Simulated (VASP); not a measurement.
# C (P6_3/mmc) in VASP: a series of runs

Aim: see how the results for C move with the level of theory and the settings. Levels: r2SCAN+D3(BJ), PBE, LDA. Tasks: single point.

The COD entry that gives the cell may itself be a prediction, so a difference from it is no test against experiment.

All numbers are computed with VASP 6.6.1; they aren't measurements. Logs are shortened: lines on timing, memory, paths and dates and some standing lists are left out, and cuts for length are marked.

**1. The cell of the first run**

The structure is hexagonal, space group P6_3/mmc (No. 194). The conventional cell has a = 2.572 Å, b = 2.572 Å, c = 8.399 Å, α = 90.00°, β = 90.00°, γ = 120.00°. Within 2.1 Å of C (site symmetry 3m) lie 4 C at 1.57 Å. C (site symmetry 3m) has 4 C at 1.57 Å within 2.1 Å.

**2. Single point, r2SCAN+D3(BJ)**

Input file POSCAR:

```
C
1.0
    2.5715654994      0.0000000000      0.0000000000
   -1.2857827497      2.2270410500      0.0000000000
    0.0000000000      0.0000000000      8.3986527796
C
8
Direct
    0.6666666667      0.3333333333      0.8437500000
    0.3333333333      0.6666666667      0.3437500000
    0.6666666667      0.3333333333      0.6562500000
    0.3333333333      0.6666666667      0.1562500000
    0.0000000000      0.0000000000      0.9062500000
    0.0000000000      0.0000000000      0.4062500000
    0.0000000000      0.0000000000      0.5937500000
    0.0000000000      0.0000000000      0.0937500000
```

Input file INCAR.step1:

```
PREC = Accurate
ENCUT = 520
ISMEAR = -1
SIGMA = 0.05
LREAL = False
LASPH = True
NELM = 60
NBANDS = 26
GGA = PE
ALGO = Normal
EDIFF = 1E-4
LWAVE = True
LCHARG = False
```

Input file INCAR.step2:

```
PREC = Accurate
ENCUT = 520
EDIFF = 1E-7
ISMEAR = -1
SIGMA = 0.05
LREAL = False
LASPH = True
NELM = 60
ALGO = Normal
ISIF = 2
LWAVE = False
LCHARG = True
METAGGA = R2SCAN
LMIXTAU = True
IVDW = 12
VDW_S6 = 1.0
VDW_S8 = 0.78981345
VDW_A1 = 0.49484001
VDW_A2 = 5.73083694
LELF = True
LVHAR = True
NBANDS = 26
ISTART = 1
```

Input file KPOINTS:

```
Automatic mesh
0
Gamma
  12 12 4
```

Potentials or basis: VASP PAW PBE potentials, release 64 (C).

Launch:

```sh
> cat potpaw_PBE.64/C/POTCAR > POTCAR
> cp INCAR.step1 INCAR
> mpirun -np 1 vasp_std > vasp.out
> cp INCAR.step2 INCAR
> mpirun -np 1 vasp_std > vasp.out
```

OUTCAR:

```text
PREC = Accurate
   ENCUT = 520
   EDIFF = 1E-7
   ISMEAR = -1
   LREAL = False
   LASPH = True
   NELM = 60
   ISIF = 2
   METAGGA = R2SCAN
   IVDW = 12
   ISTART = 1
 IVDW          = 12

 ion  position               nearest neighbor table
   1  0.667  0.333  0.844-   3 1.57   5 1.57   5 1.57   5 1.57
   2  0.333  0.667  0.344-   4 1.57   6 1.57   6 1.57   6 1.57
   3  0.667  0.333  0.656-   1 1.57   7 1.57   7 1.57   7 1.57
   4  0.333  0.667  0.156-   2 1.57   8 1.57   8 1.57   8 1.57
   5  0.000  0.000  0.906-   8 1.57   1 1.57   1 1.57   1 1.57
   6  0.000  0.000  0.406-   7 1.57   2 1.57   2 1.57   2 1.57
   7  0.000  0.000  0.594-   6 1.57   3 1.57   3 1.57   3 1.57
   8  0.000  0.000  0.094-   5 1.57   4 1.57   4 1.57   4 1.57

  LATTYP: Found a hexagonal cell.
 ALAT       =     2.5715654994
 C/A-ratio  =     3.2659688355

  Lattice vectors:

 A1 = (   2.5715654994,   0.0000000000,   0.0000000000)
 A2 = (  -1.2857827497,   2.2270410500,   0.0000000000)
 A3 = (   0.0000000000,   0.0000000000,   8.3986527796)

Analysis of symmetry for initial positions (statically):
=====================================================================
 Subroutine PRICEL returns:
 Original cell was already a primitive cell.

 Routine SETGRP: Setting up the symmetry group for a
 hexagonal supercell.

 Subroutine GETGRP returns: Found 24 space group operations
 (whereof 12 operations were pure point group operations)
 out of a pool of 24 trial point group operations.

The static configuration has the point symmetry D_3d.
 The point group associated with its full space group is D_6h.

Analysis of symmetry for dynamics (positions and initial velocities):
=====================================================================
 Subroutine PRICEL returns:
 Original cell was already a primitive cell.

 Routine SETGRP: Setting up the symmetry group for a
 hexagonal supercell.

 Subroutine GETGRP returns: Found 24 space group operations
 (whereof 12 operations were pure point group operations)
 out of a pool of 24 trial point group operations.

The dynamic configuration has the point symmetry D_3d.
 The point group associated with its full space group is D_6h.

 Subroutine INISYM returns: Found 24 space group operations
 (whereof 12 operations are pure point group operations),
 and found     1 'primitive' translations

----------------------------------------------------------------------------------------

                                     Primitive cell

  volume of cell :      48.0989

  direct lattice vectors                    reciprocal lattice vectors
     2.571565499  0.000000000  0.000000000     0.388868182  0.224513149  0.000000000
    -1.285782750  2.227041050  0.000000000     0.000000000  0.449026299  0.000000000
     0.000000000  0.000000000  8.398652780     0.000000000  0.000000000  0.119066715

  length of vectors
     2.571565499  2.571565499  8.398652780     0.449026299  0.449026299  0.119066715

  position of ions in fractional coordinates (direct lattice)
     0.666666667  0.333333333  0.843750000
     0.333333333  0.666666667  0.343750000
     0.666666667  0.333333333  0.656250000
     0.333333333  0.666666667  0.156250000
     0.000000000  0.000000000  0.906250000
     0.000000000  0.000000000  0.406250000
     0.000000000  0.000000000  0.593750000
     0.000000000  0.000000000  0.093750000

  ion indices of the primitive-cell ions
   primitive index   ion index
                 1           1
                 2           2
                 3           3
                 4           4
                 5           5
                 6           6
                 7           7
                 8           8

----------------------------------------------------------------------------------------

 KPOINTS: Automatic mesh

Automatic generation of k-mesh.
 Grid dimensions read from file:
 generate k-points for:   12   12    4

 Generating k-lattice:

  Cartesian coordinates                     Fractional coordinates (reciprocal lattice)
     0.032405682  0.018709429  0.000000000     0.083333333  0.000000000  0.000000000
     0.000000000  0.037418858  0.000000000     0.000000000  0.083333333  0.000000000
     0.000000000  0.000000000  0.029766679     0.000000000  0.000000000  0.250000000

  Length of vectors
     0.037418858  0.037418858  0.029766679

  Shift w.r.t. Gamma in fractional coordinates (k-lattice)
     0.000000000  0.000000000  0.000000000

 Subroutine IBZKPT returns following result:
 ===========================================

 Found     57 irreducible k-points:

 Following reciprocal coordinates:
            Coordinates               Weight
  0.000000  0.000000  0.000000      1.000000
  0.083333 -0.000000  0.000000      6.000000
  0.166667  0.000000  0.000000      6.000000
  0.250000  0.000000  0.000000      6.000000
  0.333333 -0.000000  0.000000      6.000000
  0.416667  0.000000  0.000000      6.000000
[... 16 lines left out ...]
  0.250000  0.000000  0.250000     12.000000
  0.333333 -0.000000  0.250000     12.000000
 [... further k-points ...]
   k-points           NKPTS =     57   k-points in BZ     NKDIM =     57   number of bands    NBANDS=     26
   number of dos      NEDOS =    301   number of ions     NIONS =      8
   total plane-waves  NPLWV =  25600
   dimension x,y,z NGX =    20 NGY =   20 NGZ =   64
   dimension x,y,z NGXF=    40 NGYF=   40 NGZF=  128
   ions per type =               8
   NGX,Y,Z   is equivalent  to a cutoff of  12.93, 12.93, 12.67 a.u.
   NGXF,Y,Z  is equivalent  to a cutoff of  25.86, 25.86, 25.34 a.u.
 SYSTEM =  unknown system
   PREC   = accura    normal or accurate (medium, high low for compatibility)
   ISTART =      1    job   : 0-new  1-cont  2-samecut
   ICHARG =      0    charge: 1-file 2-atom 10-const
   ISPIN  =      1    spin polarized calculation?
   LNONCOLLINEAR =      F non collinear calculations
   LSORBIT =      F    spin-orbit coupling
   LASPH  =      T    aspherical Exc in radial PAW
   ENCUT  =  520.0 eV  38.22 Ry    6.18 a.u.   4.78  4.78 15.62*2*pi/ulx,y,z
   NELM   =     60;   NELMIN=  2; NELMDL=  0     # of ELM steps
   EDIFF  = 0.1E-06   stopping-criterion for ELM
   LREAL  =      F    real-space projection
   EDIFFG = 0.1E-05   stopping-criterion for IOM
   NSW    =      0    number of steps for IOM
   IBRION =     -1    ionic relax: 0-MD 1-quasi-New 2-CG
   NFREE  =      0    steps in history (QN), initial steepest desc. (CG)
   ISIF   =      2    stress and relaxation
   ISYM   =      2    0-nonsym 1-usesym 2-fastsym
   POTIM  = 0.5000    time-step for ionic-motion
   TEBEG  =    0.0;   TEEND  =   0.0 temperature during run
   PSTRESS=    0.0 pullay stress
   NELECT =      32.0000    total number of electrons
   NUPDOWN=      -1.0000    fix difference up-down
   EMIN   =  10.00;   EMAX   =-10.00  energy-range for DOS
   EFERMI =   0.00;   METHOD = LEGACY
   ISMEAR =    -1;   SIGMA  =   0.05  broadening in eV -4-tet -1-fermi 0-gaus
   EFERMI_NEDOS =   21; number of points for ismear=-14 and -15
   IALGO  =     38    algorithm
   IMIX   =      4    mixing-type and parameters
     AMIX     =   0.40;   BMIX     =  1.00
     AMIX_MAG =   1.60;   BMIX_MAG =  1.00
  volume/ion in A,a.u.               =       6.01        40.57
  Fermi-wavevector in a.u.,A,eV,Ry     =   1.429156  2.700713 27.789726  2.042487
  Thomas-Fermi vector in A             =   2.549140
   LORBIT       =      0    0 simple, 1 ext, 2 COOP (PROOUT), +10 PAW based schemes
   METAGGA = R2SCAN    functional components
   LHFCALC =     F    Hartree Fock is set to
   AEXX    =    0.0000 exact exchange contribution
   IVDW    =    12    specifies the selected vdW correction
   LEPSILON=     F    determine dielectric tensor
   LRPA    =     F    only Hartree local field effects (RPA)
 non-spin polarized calculation
  energy-cutoff  :      520.00
  volume of cell :       48.10
 maximum number of plane-waves:      1320
 NGX is ok and might be reduce to    20
   NGX =  9   NGY =  9   NGZ = 31

 number of electron      31.9999997 magnetization

 Free energy of the ion-electron system (eV)
  ---------------------------------------------------
  ext. energy  EPLUGINS =         0.00000000
  ---------------------------------------------------
  free energy    TOTEN  =       -78.30740132 eV

  energy without entropy =      -78.30740132  energy(sigma->0) =      -78.30740132

 E-fermi :   9.9771     XC(G=0): -13.9374

 val. band max:        9.0179022385   @ k =   0.0000   0.0000   0.0000
 cond. band min:      13.4883488836   @ k =   0.4167   0.0000   0.0000
 fundamental gap:      4.4704466451
 Fermi energy:         9.9770678114

 k-point     1 :       0.0000    0.0000    0.0000
  band No.  band energies     occupation
      1     -13.0335      2.00000
      2     -11.3345      2.00000
      3     -11.2860      2.00000
      4      -7.3834      2.00000
      5      -4.5316      2.00000
      6       2.1485      2.00000
[... 18 lines left out ...]
     25      17.0626      0.00000
     26      17.0626      0.00000

 k-point     2 :       0.0833   -0.0000    0.0000
  band No.  band energies     occupation
      1     -12.8623      2.00000
      2     -11.1668      2.00000
      3     -11.1174      2.00000
      4      -7.2276      2.00000
      5      -4.3820      2.00000
      6       2.2211      2.00000
[... 18 lines left out ...]
     25      17.4612      0.00000
     26      17.6023      0.00000

 k-point     3 :       0.1667    0.0000    0.0000
  band No.  band energies     occupation
      1     -12.3509      2.00000
      2     -10.6667      2.00000
      3     -10.6141      2.00000
      4      -6.7624      2.00000
      5      -3.9507      2.00000
      6       2.3127      2.00000
[... 572 lines left out ...]
 k-point    23 :       0.2500    0.0000    0.2500
  band No.  band energies     occupation
      1     -11.4003      2.00000
      2     -10.5494      2.00000
      3      -8.8904      2.00000
      4      -6.6697      2.00000
      5      -2.5288      2.00000
      6       0.3489      2.00000
[... 18 lines left out ...]
     25      19.3969      0.00000
     26      20.7549      0.00000

 k-point    24 :       0.3333   -0.0000    0.2500
  band No.  band energies     occupation
      1     -10.2461      2.00000
      2      -9.4116      2.00000
      3      -7.7915      2.00000
      4      -5.6383      2.00000
      5      -2.5890      2.00000
      6      -1.4386      2.00000
[... 18 lines left out ...]
     25      19.5999      0.00000
     26      21.3652      0.00000

 [... further k-points ...]

------------------------ aborting loop because EDIFF is reached ----------------------------------------

 Edisp (eV)   -0.67864

 E8    (eV) :    -0.1410

  FORCE on cell =-STRESS in cart. coord.  units (eV):
  Direction    XX          YY          ZZ          XY          YZ          ZX
  --------------------------------------------------------------------------------------
  -------------------------------------------------------------------------------------
  Total      -9.09903    -9.09903    -5.71328     0.00000     0.00000     0.00000
  in kB    -303.08906  -303.08906  -190.30959     0.00000     0.00000     0.00000
  external pressure =     -265.50 kB  Pullay stress =        0.00 kB

 VOLUME and BASIS-vectors are now :
 -----------------------------------------------------------------------------
  energy-cutoff  :      520.00
  volume of cell :       48.10
      direct lattice vectors                 reciprocal lattice vectors
     2.571565499  0.000000000  0.000000000     0.388868182  0.224513149  0.000000000
    -1.285782750  2.227041050  0.000000000     0.000000000  0.449026299  0.000000000
     0.000000000  0.000000000  8.398652780     0.000000000  0.000000000  0.119066715

 POSITION                                       TOTAL-FORCE (eV/Angst)
 -----------------------------------------------------------------------------------
      1.28578      0.74235      7.08636        -0.000000      0.000000      0.301659
     -0.00000      1.48469      2.88704         0.000000     -0.000000      0.301659
      1.28578      0.74235      5.51162        -0.000000      0.000000     -0.301659
     -0.00000      1.48469      1.31229         0.000000     -0.000000     -0.301659
      0.00000      0.00000      7.61128         0.000000      0.000000      0.323143
      0.00000      0.00000      3.41195         0.000000     -0.000000      0.323143
      0.00000      0.00000      4.98670        -0.000000      0.000000     -0.323143
      0.00000      0.00000      0.78737         0.000000     -0.000000     -0.323143
 -----------------------------------------------------------------------------------
    total drift:                               -0.000000      0.000000      0.000000

  FREE ENERGIE OF THE ION-ELECTRON SYSTEM (eV)
  ---------------------------------------------------
  free  energy   TOTEN  =       -78.9860430421 eV

  energy  without entropy=      -78.9860430420  energy(sigma->0) =      -78.98604304
```

Run time: 5.9 min. Hardware: 1 thread of AMD EPYC 7R13, shared host; peak memory 0.17 GiB.

Results:

- Free energy: -78.9860 eV
- Pressure: -26.5 GPa
- Largest force: 0.323 eV/Å
- Band gap on the k mesh: 4.47 eV, indirect (least direct gap 5.28 eV)
- Dispersion energy per atom: -0.085 eV

Forces on the atoms (eV/Å):
```
C    0.000  0.000  0.302
C    0.000  0.000  0.302
C    0.000  0.000 -0.302
C    0.000  0.000 -0.302
C    0.000  0.000  0.323
C    0.000  0.000  0.323
C    0.000  0.000 -0.323
C    0.000  0.000 -0.323
```

Stress tensor (GPa, compression positive):
```
-30.31   0.00   0.00
  0.00 -30.31   0.00
  0.00   0.00 -19.03
```

Levels at points of the mesh, in eV from the valence-band top:
```
           k point  band 14  band 15  band 16  band 17  band 18  band 19
(0.00, 0.00, 0.00)    -0.22     0.00     0.00     5.28     5.28     5.80
(0.50, 0.00, 0.00)    -4.60    -3.70    -2.95     4.54     5.57     6.02
(0.00, 0.00, 0.50)    -0.68    -0.68    -0.68     6.08     6.08     6.08
(0.50, 0.00, 0.50)    -4.74    -3.67    -3.67     4.89     4.89     7.27
```

Caveat: the PAW data sets were made with another functional, which shifts forces and pressure a little. A k mesh can miss the band edges.

(Part 1 of 2 ends here.)
